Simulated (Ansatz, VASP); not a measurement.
Zr: VASP beside Ansatz

```
CELL_PARAMETERS angstrom
3.23200 0.00000 0.00000
-1.61600 2.79899 0.00000
0.00000 0.00000 4.99259
ATOMIC_POSITIONS crystal
Zr 0.33333 0.66667 0.25000
Zr 0.66667 0.33333 0.75000
```

Change from the starting cell: zz strain of -3 %, crystal datasets.

Alike in both runs: task electric field gradients; functional PBEsol; k mesh 13 × 13 × 7; occupations fermi-dirac, width 0.08 eV; no spin polarisation.

|  | VASP | Ansatz |
| --- | --- | --- |
| version | VASP 6.6.1 | Ansatz 0.2.0 |
| potentials or method | VASP PAW PBE potentials, release 64 (Zr_sv), cutoff 520 eV | all-electron PAW with datasets made for the crystal, scalar-relativistic |

Ansatz gave:

```
pressure (GPa)                                                : -0.2
traceless stress, the component that is largest in VASP (GPa) : 2.48
size of Vzz on the site where it differs most (V/Å²)          : 60.3
```

Task: Which values does VASP return?

Result: Pressure (GPa): -0.2; traceless stress, the component that is largest in VASP (GPa): 2.48; size of Vzz on the site where it differs most (V/Å²): 60.4.

VASP's potentials were made for PBE, not for PBEsol. Ansatz ran all-electron here, and VASP with PAW potentials.
